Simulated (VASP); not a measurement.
KTe6Br, 8 atoms in the cell. It takes space group P6/mmm (No. 191, hexagonal). The conventional cell has a = 6.637 Å, b = 6.637 Å, c = 6.354 Å, α = 90.00°, β = 90.00°, γ = 120.00°. K (site symmetry 6/mmm) has 2 Br at 3.18 Å and 12 Te at 3.66 Å within 4.2 Å. Within 4.1 Å of Te (site symmetry 2mm) lie 6 Te at 3.09 to 3.32 Å and 2 K at 3.66 Å and 2 Br at 3.70 Å. Within 4.2 Å of Br (site symmetry 6/mmm) lie 2 K at 3.18 Å and 12 Te at 3.70 Å. The cell was generated, and may not be a known phase.

```yaml
Program: VASP 6.6.1
Task: single point
Functional: PBE
Potentials_or_basis: VASP PAW PBE potentials, release 64 (K_sv, Te, Br)
Cutoff: 520 eV
k_mesh: 6 × 6 × 6
Occupations: gaussian, width 0.1 eV
Spin: no spin polarisation
Dipole_correction: no
Further_INCAR_settings: ALGO = Fast; EDIFF = 1e-06; NBANDS = 36
```

Potentials or basis: VASP PAW PBE potentials, release 64 (K_sv, Te, Br).

Command:

```console
$ cat potpaw_PBE.64/K_sv/POTCAR potpaw_PBE.64/Te/POTCAR potpaw_PBE.64/Br/POTCAR > POTCAR
$ mpirun -np 1 vasp_std > vasp.out
```

Hardware: 1 thread of Oxide Virtual Turin-like Processor (shared host).

How long does it take, and how much memory?

Run time: 8.3 min on 1 thread of Oxide Virtual Turin-like Processor, with other jobs on the host, peak memory 0.43 GiB. Counts: scf iterations 18, k points 28.
